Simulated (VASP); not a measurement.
A run of VASP 6.6.1 is set up as follows.

File POSCAR:

```
AlCo
1.0
    2.8239907162      0.0000000000      0.0000000000
    0.0000000000      2.8239907162      0.0000000000
    0.0000000000      0.0000000000      2.8239907162
Al Co
1 1
Direct
    0.0000000000      0.0000000000      0.0000000000
    0.5000000000      0.5000000000      0.5000000000
```

Contents of INCAR.step1:

```
PREC = Accurate ; ENCUT = 520
ISMEAR = 0 ; SIGMA = 0.1
LREAL = False ; LASPH = True
NELM = 150 ; ISPIN = 2
MAGMOM = 0 0.39 ; LMAXMIX = 4
NBANDS = 17 ; GGA = PE
ALGO = Normal ; EDIFF = 1E-4
LWAVE = True ; LCHARG = False
```

Contents of INCAR.step2:

```
PREC = Accurate ; ENCUT = 520
EDIFF = 1E-7 ; ISMEAR = 0
SIGMA = 0.1 ; LREAL = False
LASPH = True ; NELM = 150
ALGO = Normal ; ISIF = 2
LWAVE = False ; LCHARG = False
ISPIN = 2 ; MAGMOM = 0 0.39
LORBIT = 11 ; LMAXMIX = 4
METAGGA = R2SCAN ; LMIXTAU = True
NBANDS = 17 ; ISTART = 1
```

File KPOINTS:

```
Automatic mesh
0
Gamma
  20 20 20
```

Potentials or basis: VASP PAW PBE potentials, release 64 (Al, Co).

Command:

```bash
$ cat potpaw_PBE.64/Al/POTCAR potpaw_PBE.64/Co/POTCAR > POTCAR
$ cp INCAR.step1 INCAR
$ mpirun -np 1 vasp_std > vasp.out
$ cp INCAR.step2 INCAR
$ mpirun -np 1 vasp_std > vasp.out
```

What does it give for the pressure?

-0.5 GPa.

Predict the band gap on the k mesh.

zero (filled and empty bands overlap).

Caveat: the PAW data sets were made with another functional, which shifts forces and pressure a little.
